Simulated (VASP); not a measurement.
A run of VASP 6.6.1:

INCAR

```
SYSTEM = Zn7Mo
PREC = Accurate ; ENCUT = 500
EDIFF = 1E-6 ; ISMEAR = -1
SIGMA = 0.3 ; LREAL = .FALSE.
LASPH = .TRUE. ; NELM = 120
ALGO = Normal ; ISIF = 2
LWAVE = .FALSE. ; LCHARG = .FALSE.
GGA = PS ; NBANDS = 59
GGA_COMPAT = .FALSE.
```

KPOINTS

```
regular mesh
0
G
  7 7 7
  0 0 0
```

POSCAR

```
Zn7Mo
1.0
    0.0000000000      3.8538300000      3.8538300000
    3.8538300000      0.0000000000      3.8538300000
    3.8538300000      3.8538300000      0.0000000000
Zn Mo
7 1
Direct
    0.0000000000      0.0000000000      0.5000000000
    0.5000000000      0.0000000000      0.5000000000
    0.0000000000      0.5000000000      0.5000000000
    0.5000000000      0.5000000000      0.0000000000
    0.0000000000      0.5000000000      0.0000000000
    0.5000000000      0.0000000000      0.0000000000
    0.5000000000      0.5000000000      0.5000000000
    0.0000000000      0.0000000000      0.0000000000
```

Potentials or basis: VASP PAW PBE potentials, release 64 (Zn, Mo_sv).

Launch:

```console
$ cat potpaw_PBE.64/Zn/POTCAR potpaw_PBE.64/Mo_sv/POTCAR > POTCAR
$ mpirun -np 1 vasp_std > vasp.out
```

Hardware: 1 thread of Intel(R) Xeon(R) Platinum 8488C (Sapphire Rapids), on a shared host.

How long does it take, and how much memory?

Run time: 99 s on 1 thread of Intel(R) Xeon(R) Platinum 8488C (Sapphire Rapids), with other jobs on the host, peak memory 0.29 GiB. Counts: scf iterations 16, k points 20.
